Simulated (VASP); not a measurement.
MgO, 2 atoms in the cell. It takes space group P4mm (No. 99, tetragonal). The conventional cell has a = 2.298 Å, b = 2.298 Å, c = 3.968 Å, α = 90.00°, β = 90.00°, γ = 90.00°. Mg (site symmetry 4mm) has 2 O at 1.80 to 2.16 Å and 4 Mg at 2.30 Å within 2.4 Å. Within 2.4 Å of O (site symmetry 4mm) lie 2 Mg at 1.80 to 2.16 Å and 4 O at 2.30 Å. The cell was generated, and may not be a known phase.

```yaml
Program: VASP 6.6.1
Task: relaxation of cell and atoms
Functional: PBE
Potentials_or_basis: VASP PAW PBE potentials, release 64 (Mg_sv, O)
Cutoff: 840 eV
k_mesh: 8 × 8 × 4
Occupations: gaussian, width 0.1 eV
Spin: collinear spin, ferromagnetic start
Starting_moments: "[0.0, 1.0] μB"
Dipole_correction: no
Further_INCAR_settings: ALGO = Normal; EDIFF = 1e-07; IBRION = 2; EDIFFG = -0.04; NSW = 90; ISIF = 3
```

Potentials or basis: VASP PAW PBE potentials, release 64 (Mg_sv, O).

Command:

```sh
$ cat potpaw_PBE.64/Mg_sv/POTCAR potpaw_PBE.64/O/POTCAR > POTCAR
$ mpirun -np 1 vasp_std > vasp.out
```

Hardware: 1 thread of Intel(R) Xeon(R) Platinum 8259CL CPU @ 2.50GHz (Skylake/Cascade Lake), on a shared host.

**Question.** How long does it take, and how much memory?

**Answer.** Run time: 8.2 min on 1 thread of Intel(R) Xeon(R) Platinum 8259CL CPU @ 2.50GHz (Skylake/Cascade Lake) (shared host), peak memory 0.2 GiB. Counts: scf iterations 218, k points 45, ion steps 18.
